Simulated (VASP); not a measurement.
**Zr: single point with revPBE**

The system is Zr.

```
CELL_PARAMETERS angstrom
3.29635 0.00000 0.00000
-1.64817 2.85472 0.00000
0.00000 0.00000 5.25756
ATOMIC_POSITIONS crystal
Zr 0.33333 0.66667 0.25000
Zr 0.66667 0.33333 0.75000
```

```json
{
 "Program": "VASP 6.6.1",
 "Task": "single point",
 "Functional": "revPBE",
 "Potentials or basis": "VASP PAW PBE potentials, release 64 (Zr_sv)",
 "Cutoff": "520 eV",
 "k mesh": "18 × 18 × 10",
 "Occupations": "fermi-dirac, width 0.05 eV",
 "Spin": "collinear spin",
 "Starting moments": "[1.0, 1.0] μB",
 "Dipole correction": "no",
 "Further INCAR settings": "ALGO = Normal; EDIFF = 1e-06; NBANDS = 23"
}
```

```
Pressure                                              : -3.3 GPa
Band gap on the k mesh                                : zero (filled and empty bands overlap)
Net moment                                            : 0.00 μB per cell
Valence electrons inside the program's atomic spheres : Zr 9.74
```

Levels at points of the mesh, in eV from the Fermi level:
Spin up:
```
           k point  band 10  band 11  band 12  band 13  band 14  band 15
(0.00, 0.00, 0.00)    -2.87     0.86     0.86     0.93     0.97     1.49
(0.50, 0.00, 0.00)    -2.36    -1.97    -0.34     0.56     0.71     1.35
(0.00, 0.00, 0.50)    -3.91     0.04     0.04     0.77     0.77     0.77
(0.50, 0.00, 0.50)    -2.69    -0.95    -0.95     1.41     1.41     2.10
```
Spin down:
```csv
k point,band 8,band 9,band 10,band 11,band 12,band 13,band 14,band 15,band 16,band 17
"(0.00, 0.00, 0.00)",-26.58,-5.54,-2.87,0.86,0.86,0.93,0.97,1.49,1.49,2.04
"(0.50, 0.00, 0.00)",-26.67,-2.42,-2.36,-1.97,-0.34,0.56,0.71,1.35,4.55,4.91
"(0.00, 0.00, 0.50)",-26.64,-3.91,-3.91,0.04,0.04,0.77,0.77,0.77,0.77,3.68
"(0.50, 0.00, 0.50)",-26.77,-2.69,-2.69,-0.95,-0.95,1.41,1.41,2.10,2.10,4.76
```

Run time: 13 min on 1 thread of AMD EPYC 7R13 (shared host), peak memory 0.45 GiB.

Caveat: the cell stands under tension; the PAW data sets were made with another functional, which shifts forces and pressure a little.
